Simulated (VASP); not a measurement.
A run of VASP 6.6.1:

Contents of INCAR:

```
SYSTEM = YSe
PREC = Accurate
ENCUT = 500
EDIFF = 1E-6
ISMEAR = 0
SIGMA = 0.15
LREAL = .False.
LASPH = .True.
NELM = 120
ALGO = Normal
ISIF = 2
LWAVE = .False.
LCHARG = .False.
GGA = PS
NBANDS = 16
GGA_COMPAT = .False.
```

KPOINTS

```
regular mesh
0
Gamma
  14 14 14
  0 0 0
```

Contents of POSCAR:

```
YSe
1.0
    0.0000000000      3.0187500000      2.7312500000
    3.0187500000      0.0000000000      2.7312500000
    3.0187500000      3.0187500000      0.0000000000
Y Se
1 1
Direct
    0.0000000000      0.0000000000      0.0000000000
    0.5000000000      0.5000000000      0.5000000000
```

Potentials or basis: VASP PAW PBE potentials, release 64 (Y_sv, Se).

The run is started by

```console
$ cat potpaw_PBE.64/Y_sv/POTCAR potpaw_PBE.64/Se/POTCAR > POTCAR
$ mpirun -np 1 vasp_std > vasp.out
```

Hardware: 1 thread of Oxide Virtual Turin-like Processor (shared host).

**Question.** Estimate the wall time of this run.

**Answer.** Wall time 4 min on 1 thread of Oxide Virtual Turin-like Processor, on a shared host, peak memory 0.32 GiB. Counts: scf iterations 13, k points 244.
